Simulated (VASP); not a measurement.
## LaS: single point with LDA

Crystal: LaS.

```xyz
2
Lattice="0.0000 2.9270 2.9270 2.9270 0.0000 2.9270 2.9270 2.9270 0.0000" Properties=species:S:1:pos:R:3 pbc="T T T"
La    0.0000    0.0000    0.0000
S     2.9270    2.9270    2.9270
```

```yaml
Program: VASP 6.6.1
Task: single point
Functional: LDA
Potentials_or_basis: VASP PAW LDA potentials, release 64 (La, S)
Cutoff: 520 eV
k_mesh: 7 × 7 × 7
Occupations: fermi-dirac, width 0.05 eV
Spin: no spin polarisation
Dipole_correction: no
Further_INCAR_settings: ALGO = Normal; EDIFF = 1e-06; NBANDS = 16
```

```yaml
Pressure: -3.8 GPa
```

Levels at points of the mesh, in eV from the Fermi level:
| k point | band 6 | band 7 | band 8 | band 9 | band 10 | band 11 |
| --- | --- | --- | --- | --- | --- | --- |
| (0.00, 0.00, 0.00) | -3.28 | -3.28 | -3.28 | 0.11 | 0.11 | 0.11 |

Run time: 7.2 s on 1 thread of Intel(R) Xeon(R) 6975P-C (Granite Rapids), on a shared host, peak memory 0.16 GiB.

Caveat: spin-orbit coupling is left out, which moves the levels of the heavy elements.
